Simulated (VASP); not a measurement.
Ga2Sb2H10, 14 atoms in the cell. The cell holds a cluster in a box, 14 atoms: a = 14.600 Å, b = 13.400 Å, c = 13.500 Å, α = 90.00°, β = 90.00°, γ = 90.00°. 

```yaml
Program: VASP 6.6.1
Task: single point
Functional: PBE
Potentials_or_basis: VASP PAW PBE potentials, release 64 (Ga_d, Sb_d_GW, H)
Cutoff: 400 eV
k_mesh: 1 × 1 × 1
Occupations: gaussian, width 0.05 eV
Spin: no spin polarisation
Dipole_correction: no
Further_INCAR_settings: ALGO = Normal; EDIFF = 1e-06; NBANDS = 46
```

Potentials or basis: VASP PAW PBE potentials, release 64 (Ga_d, Sb_d_GW, H).

The run is started by

```sh
$ cat potpaw_PBE.64/Ga_d/POTCAR potpaw_PBE.64/Sb_d_GW/POTCAR potpaw_PBE.64/H/POTCAR > POTCAR
$ mpirun -np 1 vasp_gam > vasp.out
```

Hardware: 1 thread of Intel(R) Xeon(R) 6975P-C (Granite Rapids), on a shared host.

**Question.** Estimate the wall time of this run.

**Answer.** It took 3.5 min on 1 thread of Intel(R) Xeon(R) 6975P-C (Granite Rapids) (shared host), peak memory 1.2 GiB. Counts: scf iterations 26, k points 1.
